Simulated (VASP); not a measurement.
# InO in VASP: notebook

InO is run at these levels: r2SCAN; tasks: single point.

All numbers are computed with VASP 6.6.1; they aren't measurements. Logs are shortened: lines on timing, memory, paths and dates and some standing lists are left out, and cuts for length are marked.

### Step 1. The cell of the first run

The cell holds a slab with vacuum, 4 atoms: a = 3.720 Å, b = 3.720 Å, c = 13.682 Å, α = 90.00°, β = 90.00°, γ = 120.00°.

### Step 2. Single point, r2SCAN

File POSCAR:

```
InO
1.0
    3.7202926898      0.0000000000      0.0000000000
   -1.8601463449      3.2218679788      0.0000000000
    0.0000000000      0.0000000000     13.6824700068
In O
2 2
Direct
    0.6666666667      0.3333333333      0.5900210000
    0.6666666667      0.3333333333      0.4099790000
    0.0000000000      0.0000000000      0.6398670000
    0.0000000000      0.0000000000      0.3601330000
```

File INCAR.step1:

```
ALGO = Normal
EDIFF = 1E-4
ENCUT = 520
GGA = PE
ISMEAR = 0
LASPH = True
LCHARG = False
LREAL = False
LWAVE = True
NBANDS = 27
NELM = 100
PREC = Accurate
SIGMA = 0.05
```

File INCAR.step2:

```
ALGO = Normal
EDIFF = 1E-6
ENCUT = 520
ISIF = 2
ISMEAR = 0
ISTART = 1
LASPH = True
LCHARG = True
LELF = True
LMIXTAU = True
LREAL = False
LVHAR = True
LWAVE = False
METAGGA = R2SCAN
NBANDS = 27
NELM = 100
PREC = Accurate
SIGMA = 0.05
```

File KPOINTS:

```
k-points
0
Gamma
  12 12 2
```

Potentials or basis: VASP PAW PBE potentials, release 64 (In_d, O).

On the command line:

```bash
$ cat potpaw_PBE.64/In_d/POTCAR potpaw_PBE.64/O/POTCAR > POTCAR
$ cp INCAR.step1 INCAR
$ mpirun -np 1 vasp_std > vasp.out
$ cp INCAR.step2 INCAR
$ mpirun -np 1 vasp_std > vasp.out
```

OUTCAR:

```text
EDIFF = 1E-6
   ENCUT = 520
   ISIF = 2
   ISMEAR = 0
   ISTART = 1
   LASPH = True
   LREAL = False
   METAGGA = R2SCAN
   NELM = 100
   PREC = Accurate

 ion  position               nearest neighbor table
   1  0.667  0.333  0.590-   3 2.25   3 2.25   3 2.25   2 2.46
   2  0.667  0.333  0.410-   4 2.25   4 2.25   4 2.25   1 2.46
   3  0.000  0.000  0.640-   1 2.25   1 2.25   1 2.25
   4  0.000  0.000  0.360-   2 2.25   2 2.25   2 2.25

  LATTYP: Found a hexagonal cell.
 ALAT       =     3.7202926898
 C/A-ratio  =     3.6777939661

  Lattice vectors:

 A1 = (   3.7202926898,   0.0000000000,   0.0000000000)
 A2 = (  -1.8601463449,   3.2218679788,   0.0000000000)
 A3 = (   0.0000000000,   0.0000000000,  13.6824700068)

Analysis of symmetry for initial positions (statically):
=====================================================================
 Subroutine PRICEL returns:
 Original cell was already a primitive cell.

 Routine SETGRP: Setting up the symmetry group for a
 hexagonal supercell.

 Subroutine GETGRP returns: Found 12 space group operations
 (whereof 12 operations were pure point group operations)
 out of a pool of 24 trial point group operations.

The static configuration has the point symmetry D_3h.

Analysis of symmetry for dynamics (positions and initial velocities):
=====================================================================
 Subroutine PRICEL returns:
 Original cell was already a primitive cell.

 Routine SETGRP: Setting up the symmetry group for a
 hexagonal supercell.

 Subroutine GETGRP returns: Found 12 space group operations
 (whereof 12 operations were pure point group operations)
 out of a pool of 24 trial point group operations.

The dynamic configuration has the point symmetry D_3h.

 Subroutine INISYM returns: Found 12 space group operations
 (whereof 12 operations are pure point group operations),
 and found     1 'primitive' translations

----------------------------------------------------------------------------------------

                                     Primitive cell

  volume of cell :     164.0021

  direct lattice vectors                    reciprocal lattice vectors
     3.720292690  0.000000000  0.000000000     0.268796055  0.155189475  0.000000000
    -1.860146345  3.221867979  0.000000000     0.000000000  0.310378950  0.000000000
     0.000000000  0.000000000 13.682470007     0.000000000  0.000000000  0.073086219

  length of vectors
     3.720292690  3.720292690 13.682470007     0.310378950  0.310378950  0.073086219

  position of ions in fractional coordinates (direct lattice)
     0.666666667  0.333333333  0.590021000
     0.666666667  0.333333333  0.409979000
     0.000000000  0.000000000  0.639867000
     0.000000000  0.000000000  0.360133000

  ion indices of the primitive-cell ions
   primitive index   ion index
                 1           1
                 2           2
                 3           3
                 4           4

----------------------------------------------------------------------------------------

 KPOINTS: k-points

Automatic generation of k-mesh.
 Grid dimensions read from file:
 generate k-points for:   12   12    2

 Generating k-lattice:

  Cartesian coordinates                     Fractional coordinates (reciprocal lattice)
     0.022399671  0.012932456  0.000000000     0.083333333  0.000000000  0.000000000
     0.000000000  0.025864912  0.000000000     0.000000000  0.083333333  0.000000000
     0.000000000  0.000000000  0.036543110     0.000000000  0.000000000  0.500000000

  Length of vectors
     0.025864912  0.025864912  0.036543110

  Shift w.r.t. Gamma in fractional coordinates (k-lattice)
     0.000000000  0.000000000  0.000000000

 Subroutine IBZKPT returns following result:
 ===========================================

 Found     38 irreducible k-points:

 Following reciprocal coordinates:
            Coordinates               Weight
  0.000000  0.000000  0.000000      1.000000
  0.083333  0.000000  0.000000      6.000000
  0.166667 -0.000000  0.000000      6.000000
  0.250000 -0.000000  0.000000      6.000000
  0.333333  0.000000  0.000000      6.000000
  0.416667 -0.000000  0.000000      6.000000
[... 16 lines left out ...]
  0.250000 -0.000000  0.500000      6.000000
  0.333333  0.000000  0.500000      6.000000
 [... further k-points ...]
   k-points           NKPTS =     38   k-points in BZ     NKDIM =     38   number of bands    NBANDS=     27
   number of dos      NEDOS =    301   number of ions     NIONS =      4
   total plane-waves  NPLWV =  84672
   dimension x,y,z NGX =    28 NGY =   28 NGZ =  108
   dimension x,y,z NGXF=    56 NGYF=   56 NGZF=  216
   ions per type =               2   2
   NGX,Y,Z   is equivalent  to a cutoff of  12.51, 12.51, 13.12 a.u.
   NGXF,Y,Z  is equivalent  to a cutoff of  25.02, 25.02, 26.24 a.u.
 SYSTEM =  unknown system
   PREC   = accura    normal or accurate (medium, high low for compatibility)
   ISTART =      1    job   : 0-new  1-cont  2-samecut
   ICHARG =      0    charge: 1-file 2-atom 10-const
   ISPIN  =      1    spin polarized calculation?
   LNONCOLLINEAR =      F non collinear calculations
   LSORBIT =      F    spin-orbit coupling
   LASPH  =      T    aspherical Exc in radial PAW
   ENCUT  =  520.0 eV  38.22 Ry    6.18 a.u.   6.92  6.92 25.44*2*pi/ulx,y,z
   NELM   =    100;   NELMIN=  2; NELMDL=  0     # of ELM steps
   EDIFF  = 0.1E-05   stopping-criterion for ELM
   LREAL  =      F    real-space projection
   EDIFFG = 0.1E-04   stopping-criterion for IOM
   NSW    =      0    number of steps for IOM
   IBRION =     -1    ionic relax: 0-MD 1-quasi-New 2-CG
   NFREE  =      0    steps in history (QN), initial steepest desc. (CG)
   ISIF   =      2    stress and relaxation
   ISYM   =      2    0-nonsym 1-usesym 2-fastsym
   POTIM  = 0.5000    time-step for ionic-motion
   TEBEG  =    0.0;   TEEND  =   0.0 temperature during run
   PSTRESS=    0.0 pullay stress
   NELECT =      38.0000    total number of electrons
   NUPDOWN=      -1.0000    fix difference up-down
   EMIN   =  10.00;   EMAX   =-10.00  energy-range for DOS
   EFERMI =   0.00;   METHOD = LEGACY
   ISMEAR =     0;   SIGMA  =   0.05  broadening in eV -4-tet -1-fermi 0-gaus
   EFERMI_NEDOS =   21; number of points for ismear=-14 and -15
   IALGO  =     38    algorithm
   IMIX   =      4    mixing-type and parameters
     AMIX     =   0.40;   BMIX     =  1.00
     AMIX_MAG =   1.60;   BMIX_MAG =  1.00
  volume/ion in A,a.u.               =      41.00       276.69
  Fermi-wavevector in a.u.,A,eV,Ry     =   1.005510  1.900138 13.756166  1.011050
  Thomas-Fermi vector in A             =   2.138194
   LORBIT       =      0    0 simple, 1 ext, 2 COOP (PROOUT), +10 PAW based schemes
   METAGGA = R2SCAN    functional components
   LHFCALC =     F    Hartree Fock is set to
   AEXX    =    0.0000 exact exchange contribution
   IVDW    =     0    specifies the selected vdW correction
   LEPSILON=     F    determine dielectric tensor
   LRPA    =     F    only Hartree local field effects (RPA)
 non-spin polarized calculation
 Gauss-broadening in eV      SIGMA  =   0.05
  energy-cutoff  :      520.00
  volume of cell :      164.00
 maximum number of plane-waves:      4444
 NGX is ok and might be reduce to    28
   NGX = 13   NGY = 13   NGZ = 51

 number of electron      38.0000011 magnetization

 Free energy of the ion-electron system (eV)
  ---------------------------------------------------
  ext. energy  EPLUGINS =         0.00000000
  ---------------------------------------------------
  free energy    TOTEN  =       -60.89356241 eV

  energy without entropy =      -60.89356241  energy(sigma->0) =      -60.89356241

 E-fermi :  -1.4595     XC(G=0):  -5.1832

 val. band max:       -1.7557758412   @ k =   0.1667   0.1667   0.5000
 cond. band min:      -1.2528909038   @ k =   0.0000   0.0000   0.5000
 fundamental gap:      0.5028849374
 Fermi energy:        -1.4594900097

 k-point     1 :       0.0000    0.0000    0.0000
  band No.  band energies     occupation
      1     -19.5901      2.00000
      2     -19.5355      2.00000
      3     -16.4854      2.00000
      4     -16.0329      2.00000
      5     -16.0328      2.00000
      6     -15.7812      2.00000
[... 19 lines left out ...]
     26       7.8013      0.00000
     27       8.5692      0.00000

 k-point     2 :       0.0833    0.0000    0.0000
  band No.  band energies     occupation
      1     -19.5835      2.00000
      2     -19.5307      2.00000
      3     -16.4945      2.00000
      4     -16.0339      2.00000
      5     -16.0246      2.00000
      6     -15.7699      2.00000
[... 19 lines left out ...]
     26       7.8857      0.00000
     27       8.3260      0.00000

 k-point     3 :       0.1667   -0.0000    0.0000
  band No.  band energies     occupation
      1     -19.5667      2.00000
      2     -19.5181      2.00000
      3     -16.5145      2.00000
      4     -16.0370      2.00000
      5     -16.0142      2.00000
      6     -15.7383      2.00000
[... 19 lines left out ...]
     26       7.3428      0.00000
     27       8.1088      0.00000

 k-point     4 :       0.2500   -0.0000    0.0000
  band No.  band energies     occupation
      1     -19.5459      2.00000
      2     -19.5024      2.00000
      3     -16.5335      2.00000
      4     -16.0419      2.00000
      5     -16.0169      2.00000
      6     -15.6938      2.00000
[... 19 lines left out ...]
     26       6.4007      0.00000
     27       8.3123      0.00000
[... 516 lines left out ...]
      4     -16.0370      2.00000
      5     -16.0142      2.00000
      6     -15.7383      2.00000
[... 19 lines left out ...]
     26       7.1237      0.00000
     27       7.4421      0.00000

 k-point    23 :       0.2500   -0.0000    0.5000
  band No.  band energies     occupation
      1     -19.5459      2.00000
      2     -19.5024      2.00000
      3     -16.5335      2.00000
      4     -16.0419      2.00000
      5     -16.0168      2.00000
      6     -15.6938      2.00000
[... 19 lines left out ...]
     26       6.6086      0.00000
     27       7.5107      0.00000

 k-point    24 :       0.3333    0.0000    0.5000
  band No.  band energies     occupation
      1     -19.5278      2.00000
      2     -19.4887      2.00000
      3     -16.5458      2.00000
      4     -16.0472      2.00000
      5     -16.0281      2.00000
      6     -15.6480      2.00000
[... 19 lines left out ...]
     26       7.1256      0.00000
     27       7.8808      0.00000

 [... further k-points ...]
[... 5 lines left out ...]
  --------------------------------------------------------------------------------------
  -------------------------------------------------------------------------------------
  Total       -8.4730364     -8.4730364      7.5851418      0.0000000      0.0000000     -0.0000000
  in kB      -82.7752121    -82.7752121     74.1011473      0.0000000      0.0000000     -0.0000000
  external PRESSURE =     -30.4830923 kB  Pullay stress =       0.0000000 kB

 VOLUME and BASIS-vectors are now :
 -----------------------------------------------------------------------------
  energy-cutoff  :      520.00
  volume of cell :      164.00
      direct lattice vectors                 reciprocal lattice vectors
     3.720292690  0.000000000  0.000000000     0.268796055  0.155189475  0.000000000
    -1.860146345  3.221867979  0.000000000     0.000000000  0.310378950  0.000000000
     0.000000000  0.000000000 13.682470007     0.000000000  0.000000000  0.073086219

 POSITION                                       TOTAL-FORCE (eV/Angst)
 -----------------------------------------------------------------------------------
      1.86015      1.07396      8.07294         0.000000     -0.000000      3.778808
      1.86015      1.07396      5.60953         0.000000     -0.000000     -3.778808
      0.00000      0.00000      8.75496        -0.000000      0.000000     -0.435751
      0.00000      0.00000      4.92751        -0.000000      0.000000      0.435751
 -----------------------------------------------------------------------------------
    total drift:                               -0.000012      0.000007      0.000000

  FREE ENERGIE OF THE ION-ELECTRON SYSTEM (eV)
  ---------------------------------------------------
  free  energy   TOTEN  =       -60.8935624092 eV

  energy  without entropy=      -60.8935624092  energy(sigma->0) =      -60.89356241
```

Run time: 6.2 min. Hardware: 1 thread of Intel Xeon 6975P-C (Granite Rapids), shared host; peak memory 0.39 GiB.

Results:

* Free energy: -60.8936 eV
* Largest force: 3.779 eV/Å
* Band gap on the k mesh: 0.50 eV, indirect (least direct gap 1.10 eV)

Forces on the atoms (eV/Å):
```
In   0.000  0.000  3.779
In   0.000  0.000 -3.779
O    0.000  0.000 -0.436
O    0.000  0.000  0.436
```

Levels at points of the mesh, in eV from the valence-band top:
```tsv
k point	band 17	band 18	band 19	band 20	band 21	band 22
(0.00, 0.00, 0.00)	-1.55	-1.55	-0.59	0.50	3.77	6.56
(0.50, 0.00, 0.00)	-2.21	-1.27	-0.26	2.54	4.18	6.37
(0.00, 0.00, 0.50)	-1.55	-1.55	-0.59	0.50	3.77	6.35
(0.50, 0.00, 0.50)	-2.21	-1.27	-0.26	2.54	4.18	6.37
```

Caveat: the PAW data sets were made with another functional, which shifts forces and pressure a little; spin-orbit coupling is left out, which moves the levels of the heavy elements.

(Part 1 of 2 ends here.)
